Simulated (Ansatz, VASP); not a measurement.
**Two plane-wave programs on PbO2**

```
CELL_PARAMETERS angstrom
2.71209 -2.72820 0.00000
2.71209 2.72820 0.00000
0.00000 0.00000 5.39259
ATOMIC_POSITIONS crystal
Pb 0.00000 0.00000 0.00000
Pb 0.50000 0.50000 0.50000
O 0.52752 0.97248 0.25000
O 0.97248 0.52752 0.75000
O 0.47248 0.02752 0.75000
O 0.02752 0.47248 0.25000
```

Alike in both runs: functional PBE; k mesh 10 × 10 × 8; occupations fermi-dirac, width 0.15 eV; no spin polarisation.

Ansatz relaxed the structure, and its values are those at the end. VASP's run is a single point on that final structure, the one shown.

```csv
,VASP,Ansatz
version,VASP 6.6.1,Ansatz 0.2.0
potentials or method,"VASP PAW PBE potentials, release 64 (Pb_d, O), cutoff 600 eV","scalar-relativistic, plane waves, PAW"
valence electrons in the cell,52,52
```

Ansatz gave:

| Item | Value |
| --- | --- |
| gap on the k mesh at the Fermi level (eV) | none |
| pressure (GPa) | 0.0 |
| rms of the force components (eV/Å) | 0.000 |

**Question.** What did VASP give for the same quantities?

**Answer.** gap on the k mesh at the Fermi level (eV): none; pressure (GPa): 0.1; rms of the force components (eV/Å): 0.007.

A gap of «none» marks a metal or a gap that the smearing closes.

Spin-orbit coupling is off throughout.
